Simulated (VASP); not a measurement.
# In2O (I4/mmm) in VASP: notebook, part 2 of 2

VASP 6.6.1. Earlier steps stand in the parts before.

### 4 Single point, PBE

This run uses another cell than the first one, of 27.02 Å³/atom.

The input, INCAR:

```
PREC = Accurate ; ENCUT = 520
EDIFF = 1E-6 ; ISMEAR = 0
SIGMA = 0.1 ; LREAL = F
LASPH = T ; NELM = 60
ALGO = Normal ; ISIF = 2
LWAVE = F ; LCHARG = F
GGA = PE ; NBANDS = 23
```

The input, KPOINTS:

```
regular mesh
0
Gamma
  14 14 14
```

The input, POSCAR:

```
In2O
1.0
   -2.3275552706      2.3275552706      3.7401211061
    2.3275552706     -2.3275552706      3.7401211061
    2.3275552706      2.3275552706     -3.7401211061
In O
2 1
Direct
    0.7245269629      0.7245269629      0.0000000000
    0.2754730371      0.2754730371      0.0000000000
    0.0000000000      0.0000000000      0.0000000000
```

Potentials or basis: VASP PAW PBE potentials, release 64 (In_d, O).

Run with:

```
cat potpaw_PBE.64/In_d/POTCAR potpaw_PBE.64/O/POTCAR > POTCAR
mpirun -np 1 vasp_std > vasp.out
```

OUTCAR:

```text
PREC = Accurate
   ENCUT = 520
   EDIFF = 1E-6
   ISMEAR = 0
   LREAL = F
   LASPH = T
   NELM = 60
   ISIF = 2
   GGA = PE

 ion  position               nearest neighbor table
   1  0.725  0.725  0.000-   3 2.06   2 3.31   2 3.31   2 3.31   2 3.31   2 3.36
   2  0.275  0.275  0.000-   3 2.06   1 3.31   1 3.31   1 3.31   1 3.31   1 3.36
   3  0.000  0.000  0.000-   1 2.06   2 2.06

  LATTYP: Found a body centered tetragonal cell.
 ALAT       =     4.6551105412
 C/A-ratio  =     1.6068882030

  Lattice vectors:

 A1 = (  -2.3275552706,   2.3275552706,   3.7401211061)
 A2 = (   2.3275552706,  -2.3275552706,   3.7401211061)
 A3 = (   2.3275552706,   2.3275552706,  -3.7401211061)

Analysis of symmetry for initial positions (statically):
=====================================================================
 Subroutine PRICEL returns:
 Original cell was already a primitive cell.

 Routine SETGRP: Setting up the symmetry group for a
 body centered tetragonal supercell.

[... 165 lines left out ...]
  free energy    TOTEN  =       -11.04825651 eV

  energy without entropy =      -11.04565127  energy(sigma->0) =      -11.04695389

 E-fermi :   3.8060     XC(G=0):  -8.7182

 val. band max:        3.7574874178   @ k =  -0.3571   0.2143   0.0714
 cond. band min:       3.8197188568   @ k =  -0.2857   0.1429   0.0714
 fundamental gap:      0.0622314390
 Fermi energy:         3.8059985064

 k-point     1 :       0.0000    0.0000    0.0000
  band No.  band energies     occupation
      1     -13.9699      2.00000
      2     -10.7945      2.00000
      3     -10.6633      2.00000
      4     -10.4494      2.00000
      5     -10.4494      2.00000
      6     -10.4343      2.00000
[... 613 lines left out ...]
     22      11.4957      0.00000
     23      11.5812      0.00000

 [... further k-points ...]

------------------------ aborting loop because EDIFF is reached ----------------------------------------

  FORCE on cell =-STRESS in cart. coord.  units (eV):
  Direction    XX          YY          ZZ          XY          YZ          ZX
  --------------------------------------------------------------------------------------
  -------------------------------------------------------------------------------------
  Total       -0.0523174     -0.0523174      0.1652502      0.0000000      0.0000000     -0.0000000
  in kB       -1.0342164     -1.0342164      3.2666820      0.0000000      0.0000000     -0.0000000
  external PRESSURE =       0.3994164 kB  Pullay stress =       0.0000000 kB

 VOLUME and BASIS-vectors are now :
 -----------------------------------------------------------------------------
  energy-cutoff  :      520.00
  volume of cell :       81.05
      direct lattice vectors                 reciprocal lattice vectors
    -2.327555271  2.327555271  3.740121106     0.000000000  0.214817670  0.133685511
     2.327555271 -2.327555271  3.740121106     0.214817670  0.000000000  0.133685511
     2.327555271  2.327555271 -3.740121106     0.214817670  0.214817670  0.000000000

 POSITION                                       TOTAL-FORCE (eV/Angst)
 -----------------------------------------------------------------------------------
      0.00000      0.00000      5.41964        -0.000000     -0.000000     -0.057812
      0.00000      0.00000      2.06061        -0.000000     -0.000000      0.057812
      0.00000      0.00000      0.00000         0.000000      0.000000     -0.000000
 -----------------------------------------------------------------------------------
    total drift:                                0.000000      0.000000     -0.000000

  FREE ENERGIE OF THE ION-ELECTRON SYSTEM (eV)
  ---------------------------------------------------
  free  energy   TOTEN  =       -11.0482565094 eV

  energy  without entropy=      -11.0456512694  energy(sigma->0) =      -11.04695389
```

stdout:

```text
POSCAR found type information on POSCAR InO
 POSCAR found :  2 types and       3 ions
 scaLAPACK will be used
 LDA part: xc-table for (Slater+PW92), standard interpolation
 POSCAR, INCAR and KPOINTS ok, starting setup
 FFT: planning ... GRIDC
 FFT: planning ... GRID_SOFT
 FFT: planning ... GRID
 WAVECAR not read
 entering main loop
```

Wall time 16 min (1 thread of Intel Xeon 8259CL, shared host); peak memory 0.53 GiB.

What came out:

| Quantity | Value |
| --- | --- |
| Free energy | -11.0483 eV |
| Pressure | 0.0 GPa |
| Largest force | 0.058 eV/Å |
| Band gap on the k mesh | zero (bands 16 and 17 overlap by 1.78 eV) |

Forces in eV/Å, atoms in the order of the input:
```
In   0.000  0.000 -0.058
In   0.000  0.000  0.058
O    0.000  0.000  0.000
```

Stress tensor (GPa, compression positive):
```
-0.10  0.00  0.00
 0.00 -0.10  0.00
 0.00  0.00  0.33
```

Levels at points of the mesh, in eV from the Fermi level:
| k point | band 13 | band 14 | band 15 | band 16 | band 17 | band 18 | band 19 | band 20 |
| --- | --- | --- | --- | --- | --- | --- | --- | --- |
| (0.00, 0.00, 0.00) | -4.55 | -2.09 | -2.09 | 1.39 | 1.39 | 1.66 | 4.15 | 6.04 |
| (0.50, 0.00, 0.00) | -3.42 | -3.23 | -2.27 | -1.29 | 2.60 | 2.79 | 2.92 | 4.10 |
| (0.50, 0.50, 0.00) | -3.86 | -3.59 | -2.24 | -0.73 | 0.20 | 0.45 | 3.66 | 5.18 |
| (0.50, 0.50, 0.50) | -2.75 | -2.75 | -2.54 | -0.87 | 1.87 | 1.87 | 3.41 | 4.32 |

Caveat: spin-orbit coupling is left out, which moves the levels of the heavy elements.

### 5 Summary

```tsv
cell	k mesh	gap on the mesh (eV)	pressure (GPa)	largest force (eV/Å)
a = 4.503 Å, angles 125.0, 125.0, 81.5°, 3 atoms, atomic positions A	6 × 6 × 6	none	57.2	56.84
a = 5.156 Å, angles 125.2, 125.2, 81.1°, 3 atoms, atomic positions B	6 × 6 × 6	none	-0.1	0.08
a = 4.982 Å, angles 124.3, 124.3, 82.7°, 3 atoms, atomic positions C	14 × 14 × 14	none	0.0	0.06
```

Alike in all rows: task single point; level PBE; potentials or basis VASP PAW PBE potentials, release 64 (In_d, O); no spin polarisation; cutoff (eV) 520; smearing gaussian 0.1 eV.

Caveats: spin-orbit coupling is left out, which moves the levels of the heavy elements; atoms lie so close that the PAW spheres overlap strongly, which falsifies energies and pressures (at least some runs); the stress differs along the axes, from -10 to 191 GPa (at least some runs); forces of over 1 eV/Å act on the atoms, so gaps and moduli don't describe the material at rest (at least some runs).

Absolute energies hang on the potentials; compare differences alone.

The gap in the log of VASP goes by the Fermi energy; the results here count the filled bands.